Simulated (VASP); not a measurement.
Write the native input for VASP 6.6.1 that does the following.

| Quantity | Value |
| --- | --- |
| Task | single point |
| Functional | r2SCAN |
| Potentials or basis | VASP PAW PBE potentials, release 64 (F, Li_sv, Cl) |
| Cutoff | 520 eV |
| k mesh | 6 × 6 × 4 |
| Occupations | gaussian, width 0.01 eV |
| Spin | no spin polarisation |
| Dipole correction | no |
| Further INCAR settings | ALGO = Normal; EDIFF = 1e-06; NBANDS = 18 |

Li2ClF:

```xyz
4
Lattice="3.3431 0.0000 0.0000 0.0000 3.3431 0.0000 0.0000 0.0000 4.6013" Properties=species:S:1:pos:R:3 pbc="T T T"
F     0.0000    0.0000    0.0000
Li    0.0000    0.0000    2.3006
Li    1.6716    1.6716    0.0000
Cl    1.6716    1.6716    2.3006
```

These files were run (other wordings do the same):

POSCAR

```
Li2ClF
1.0
    3.3431460411      0.0000000000      0.0000000000
    0.0000000000      3.3431460411      0.0000000000
    0.0000000000      0.0000000000      4.6012771398
F Li Cl
1 2 1
Direct
    0.0000000000      0.0000000000      0.0000000000
    0.0000000000      0.0000000000      0.5000000000
    0.5000000000      0.5000000000      0.0000000000
    0.5000000000      0.5000000000      0.5000000000
```

INCAR.step1

```
PREC     = Accurate       # precision mode
ENCUT    = 520            # plane-wave cutoff, eV
ISMEAR   = 0              # smearing method
SIGMA    = 0.01           # smearing width, eV
LREAL    = F              # projectors in reciprocal space
LASPH    = T              # aspherical terms in the spheres
NELM     = 60             # most SCF steps
NBANDS   = 18             # bands
GGA      = PE             # functional
ALGO     = Normal         # electronic algorithm
EDIFF    = 1E-4           # SCF threshold, eV
LWAVE    = T              # write WAVECAR
LCHARG   = F              # write CHGCAR
```

INCAR.step2

```
PREC     = Accurate       # precision mode
ENCUT    = 520            # plane-wave cutoff, eV
EDIFF    = 1E-6           # SCF threshold, eV
ISMEAR   = 0              # smearing method
SIGMA    = 0.01           # smearing width, eV
LREAL    = F              # projectors in reciprocal space
LASPH    = T              # aspherical terms in the spheres
NELM     = 60             # most SCF steps
ALGO     = Normal         # electronic algorithm
ISIF     = 2              # what is computed and relaxed
LWAVE    = F              # write WAVECAR
LCHARG   = F              # write CHGCAR
METAGGA  = R2SCAN         # meta-GGA
LMIXTAU  = T            
NBANDS   = 18             # bands
ISTART   = 1
```

KPOINTS

```
regular mesh
0
Gamma
  6 6 4
```

Potentials or basis: VASP PAW PBE potentials, release 64 (F, Li_sv, Cl).

Command:

```bash
$ cat potpaw_PBE.64/F/POTCAR potpaw_PBE.64/Li_sv/POTCAR potpaw_PBE.64/Cl/POTCAR > POTCAR
$ cp INCAR.step1 INCAR
$ mpirun -np 1 vasp_std > vasp.out
$ cp INCAR.step2 INCAR
$ mpirun -np 1 vasp_std > vasp.out
```

It gave:

The band gap on the k mesh is 7.30 eV.

It took 2 min on 1 thread of Intel Xeon 8259CL, with other jobs on the host, peak memory 0.18 GiB.
